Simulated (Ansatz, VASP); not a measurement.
**Ga2Te3O in VASP and in Ansatz**

```xyz
6
Lattice="9.9320 0.0000 0.0000 -4.9660 8.6014 0.0000 0.0000 0.0000 2.8161" Properties=species:S:1:pos:R:3 pbc="T T T"
Ga    0.0000    5.7343    0.0000
Ga    4.9660    2.8671    0.0000
Te    4.9660    0.0000    0.0000
Te   -2.4830    4.3007    0.0000
Te    2.4830    4.3007    0.0000
O     0.0000    0.0000    0.0000
```

Alike in both runs: functional PBE; k mesh 6 × 6 × 14; occupations gaussian, width 0.1 eV; no spin polarisation.

Ansatz relaxed the structure, and its values are those at the end. VASP's run is a single point on that final structure, the one shown.

|  | VASP | Ansatz |
| --- | --- | --- |
| version | VASP 6.6.1 | Ansatz 0.2.0 |
| potentials or method | VASP PAW PBE potentials, release 64 (Ga_d, Te, O), cutoff 520 eV | scalar-relativistic, plane waves, PAW |
| valence electrons in the cell | 50 | 80 |

```csv
,VASP,Ansatz,Ansatz less VASP
gap on the k mesh at the Fermi level (eV),none,none,-
pressure (GPa),0.0,0.0,0.00
```

A gap of «none» marks a metal or a gap that the smearing closes. VASP's potentials hold 50 valence electrons a cell and Ansatz's 80, so a difference there can come from the potentials and not from the codes.

Neither program's run includes spin-orbit coupling.
